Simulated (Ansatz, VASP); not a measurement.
# MgS: VASP beside Ansatz

```xyz
2
Lattice="0.0000 2.6016 2.6016 2.6016 0.0000 2.6016 2.6016 2.6016 0.0000" Properties=species:S:1:pos:R:3 pbc="T T T"
Mg    0.0000    0.0000    0.0000
S     2.6016    2.6016    2.6016
```

Alike in both runs: task single point; functional PBE; k mesh 8 × 8 × 8; occupations methfessel-paxton of order 1, width 0.2 eV; no spin polarisation.

```csv
,VASP,Ansatz
version,VASP 6.6.1,Ansatz 0.2.0
potentials or method,"VASP PAW PBE potentials, release 64 (Mg, S), cutoff 520 eV","all-electron LAPW, scalar-relativistic"
```

```csv
,VASP,Ansatz,Ansatz less VASP
gap on the k mesh at the Fermi level (eV),2.78,2.79,+0.011
pressure (GPa),0.9,1.2,+0.30
```

Ansatz ran all-electron here, and VASP with PAW potentials.
